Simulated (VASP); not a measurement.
Set up this calculation in VASP 6.6.1, as the native input.

* Task: single point
* Functional: LDA
* Potentials or basis: VASP PAW LDA potentials, release 64 (Al, N)
* Cutoff: 520 eV
* k mesh: 9 × 9 × 6
* Occupations: gaussian, width 0.02 eV
* Spin: no spin polarisation
* Dipole correction: no
* Further INCAR settings: ALGO = Normal; EDIFF = 1e-06; NBANDS = 16

The structure of AlN lies in POSCAR:

```
AlN
1.0
    3.0887424016      0.0000000000      0.0000000000
   -1.5443712008      2.6749293856      0.0000000000
    0.0000000000      0.0000000000      4.9437688231
Al N
2 2
Direct
    0.3333333333      0.6666666667      0.0015212672
    0.6666666667      0.3333333333      0.5015212672
    0.3333333333      0.6666666667      0.3834787328
    0.6666666667      0.3333333333      0.8834787328
```

These files were run (other wordings do the same):

INCAR

```
  PREC = Accurate
  ENCUT = 520
  EDIFF = 1E-6
  ISMEAR = 0
  SIGMA = 0.02
  LREAL = False
  LASPH = True
  NELM = 60
  ALGO = Normal
  ISIF = 2
  LWAVE = False
  LCHARG = True
  GGA = CA
  LELF = True
  LVHAR = True
  NBANDS = 16
```

KPOINTS

```
Automatic mesh
0
Gamma
  9 9 6
```

Potentials or basis: VASP PAW LDA potentials, release 64 (Al, N).

Run with:

```sh
$ cat potpaw_LDA.64/Al/POTCAR potpaw_LDA.64/N/POTCAR > POTCAR
$ mpirun -np 1 vasp_std > vasp.out
```

Results of the run:

| Item | Value |
| --- | --- |
| Pressure | 0.6 GPa |
| Band gap on the k mesh | 4.42 eV, direct |

Run time: 17 s on 1 thread of Intel(R) Xeon(R) 6975P-C (Granite Rapids), on a shared host, peak memory 0.15 GiB.
